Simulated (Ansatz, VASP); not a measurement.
One calculation of B, two programs

```xyz
4
Lattice="1.4258 0.8232 4.1569 -1.4258 0.8232 4.1569 0.0000 -1.6464 4.1569" Properties=species:S:1:pos:R:3 pbc="T T T"
B     0.0000    0.0000   11.6434
B     0.0000    0.0000    2.4724
B     0.0000    0.0000    9.9985
B     0.0000    0.0000    0.8275
```

Alike in both runs: functional PBE; k mesh 12 × 12 × 12; occupations gaussian, width 0.1 eV; no spin polarisation.

Ansatz relaxed the structure, and its values are those at the end. VASP's run is a single point on that final structure, the one shown.

```csv
,VASP,Ansatz
version,VASP 6.6.1,Ansatz 0.2.0
potentials or method,"VASP PAW PBE potentials, release 64 (B), cutoff 500 eV","scalar-relativistic, plane waves, PAW"
valence electrons in the cell,12,12
```

Ansatz gave:

```
gap on the k mesh at the Fermi level (eV) : none
pressure (GPa)                            : 0.0
rms of the force components (eV/Å)        : 0.003
```

**Question.** Estimate VASP's values.

**Answer.** gap on the k mesh at the Fermi level (eV): none; pressure (GPa): 0.1; rms of the force components (eV/Å): 0.011.

A gap of «none» marks a metal or a gap that the smearing closes.
